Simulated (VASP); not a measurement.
Here is a VASP 6.6.1 calculation.

Contents of INCAR:

```
SYSTEM = PrSn2BrO4
PREC = Accurate
ENCUT = 520
EDIFF = 1E-6
ISMEAR = -1
SIGMA = 0.1
LREAL = .False.
LASPH = .True.
NELM = 150
ALGO = Normal
ISIF = 2
LWAVE = .False.
LCHARG = .False.
ISPIN = 2
MAGMOM = -0.01 -0.01 -0.04 -0.04 -0.04 -0.04 0.01 1.25
LORBIT = 11
LMAXMIX = 6
GGA = PE
NBANDS = 50
```

The input KPOINTS:

```
Automatic mesh
0
Gamma
  5 5 2
  0.5 0.5 0.5
```

POSCAR

```
PrSn2BrO4
1.0
    3.7565477500      0.0000000000      0.0000000000
    0.0000000000      3.7565477500      0.0000000000
    0.0000000000      0.0000000000      8.8974452000
Sn O Br Pr
2 4 1 1
Direct
    0.5000000000      0.5000000000      0.7285000000
    0.5000000000      0.5000000000      0.2715000000
    0.5000000000      0.0000000000      0.8500000000
    0.0000000000      0.5000000000      0.8500000000
    0.5000000000      0.0000000000      0.1500000000
    0.0000000000      0.5000000000      0.1500000000
    0.0000000000      0.0000000000      0.5000000000
    0.0000000000      0.0000000000      0.0000000000
```

Potentials or basis: VASP PAW PBE potentials, release 64 (Sn_d, O, Br, Pr).

Launch:

```console
$ cat potpaw_PBE.64/Sn_d/POTCAR potpaw_PBE.64/O/POTCAR potpaw_PBE.64/Br/POTCAR potpaw_PBE.64/Pr/POTCAR > POTCAR
$ mpirun -np 1 vasp_std > vasp.out
```

Task: What does it give for the net moment?

Result: -0.05 μB per cell.

Task: What does it give for the largest force?

Result: 1.364 eV/Å.

Task: What does it give for the site moments?

Result: Sn -0.00; O +0.00; Br +0.00; Pr -0.05 μB.

Stress tensor (GPa, compression positive):
```
12.47  0.00  0.00
 0.00 12.47  0.00
 0.00  0.00 10.15
```

Caveat: the magnetic or orbital state may not be the lowest; the cell stands under pressure; the moments typed at the start vanished in this run; forces of over 1 eV/Å act on the atoms, so gaps and moduli don't describe the material at rest.
